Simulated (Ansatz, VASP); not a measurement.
# Co2Si in VASP and in Ansatz

```
Co Si
1.0
     2.63357    0.00000    0.00000
     0.00000    2.63357    0.00000
     0.00000    0.00000    5.04065
Co Si
2 1
Direct
  0.00000 0.00000 0.77636
  0.00000 0.00000 0.22364
  0.50000 0.50000 0.50000
```

Alike in both runs: functional PBE; k mesh 18 × 18 × 10; occupations gaussian, width 0.1 eV; collinear spin.

Ansatz relaxed the structure, and its values are those at the end. VASP's run is a single point on that final structure, the one shown.

|  | VASP | Ansatz |
| --- | --- | --- |
| version | VASP 6.6.1 | Ansatz 0.2.0 |
| potentials or method | VASP PAW PBE potentials, release 64 (Co, Si), cutoff 520 eV | scalar-relativistic, plane waves, PAW |
| valence electrons in the cell | 22 | 38 |

Ansatz gave:

| Property | Result |
| --- | --- |
| gap on the k mesh at the Fermi level (eV) | none |
| pressure (GPa) | 0.0 |
| rms of the force components (eV/Å) | 0.000 |
| net moment per atom (μB) | 0.00 |

Which values does VASP return?

gap on the k mesh at the Fermi level (eV): none; pressure (GPa): 0.0; rms of the force components (eV/Å): 0.024; net moment per atom (μB): 0.00.

A gap of «none» marks a metal or a gap that the smearing closes. The functional is the same, so the differences come from potentials, cutoffs and numerics. VASP's potentials hold 22 valence electrons a cell and Ansatz's 38, so a difference there can come from the potentials and not from the codes. Ansatz's warnings: seeded moment not kept.
